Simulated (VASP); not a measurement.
**TePt: relaxation of shape and atoms at fixed volume with r2SCAN**

Crystal: TePt.

```xyz
4
Lattice="4.3247 0.0000 0.0000 -2.1623 3.7453 0.0000 0.0000 0.0000 5.7293" Properties=species:S:1:pos:R:3 pbc="T T T"
Te    0.0000    2.4969    1.4323
Te    2.1623    1.2484    4.2969
Pt    0.0000    0.0000    0.0000
Pt    0.0000    0.0000    2.8646
```

```yaml
Program: VASP 6.6.1
Task: relaxation of shape and atoms at fixed volume
Functional: r2SCAN
Potentials_or_basis: VASP PAW PBE potentials, release 64 (Te, Pt)
Cutoff: 600 eV
k_mesh: 12 × 12 × 8
Occupations: gaussian, width 0.1 eV
Spin: no spin polarisation
Dipole_correction: no
Further_INCAR_settings: ALGO = Normal; EDIFF = 1e-07; IBRION = 2; EDIFFG = -0.01; NSW = 50; ISIF = 4
```

* Pressure after relaxing: -6.5 GPa
* Band gap on the k mesh: zero (bands 16 and 17 overlap by 1.24 eV)

Stress tensor (GPa, compression positive):
```
-6.46  0.00  0.00
 0.00 -6.46  0.00
 0.00  0.00 -6.54
```

Final structure:
```xyz
4
Lattice="4.3247 0.0000 0.0000 -2.1623 3.7453 0.0000 0.0000 0.0000 5.7293" Properties=species:S:1:pos:R:3 pbc="T T T"
Te    0.0000    2.4969    1.4323
Te    2.1623    1.2484    4.2969
Pt    0.0000    0.0000    0.0000
Pt    0.0000    0.0000    2.8646
```

Levels at points of the mesh, in eV from the Fermi level:
| k point | band 12 | band 13 | band 14 | band 15 | band 16 | band 17 | band 18 | band 19 | band 20 |
| --- | --- | --- | --- | --- | --- | --- | --- | --- | --- |
| (0.00, 0.00, 0.00) | -1.84 | -1.60 | -1.60 | 0.10 | 0.46 | 1.47 | 2.07 | 2.07 | 2.24 |
| (0.50, 0.00, 0.00) | -2.66 | -2.36 | -2.00 | -1.84 | -1.54 | 1.23 | 2.35 | 3.76 | 3.85 |
| (0.00, 0.00, 0.50) | -3.10 | -2.42 | -2.42 | 0.90 | 0.90 | 0.90 | 0.90 | 3.89 | 3.89 |
| (0.50, 0.00, 0.50) | -2.74 | -2.72 | -2.72 | -0.34 | -0.34 | 0.40 | 0.40 | 2.61 | 2.61 |

It took 19 min on 1 thread of Oxide Virtual Turin-like Processor, on a shared host, peak memory 0.37 GiB.

Caveat: the PAW data sets were made with another functional, which shifts forces and pressure a little; spin-orbit coupling is left out, which moves the levels of the heavy elements.
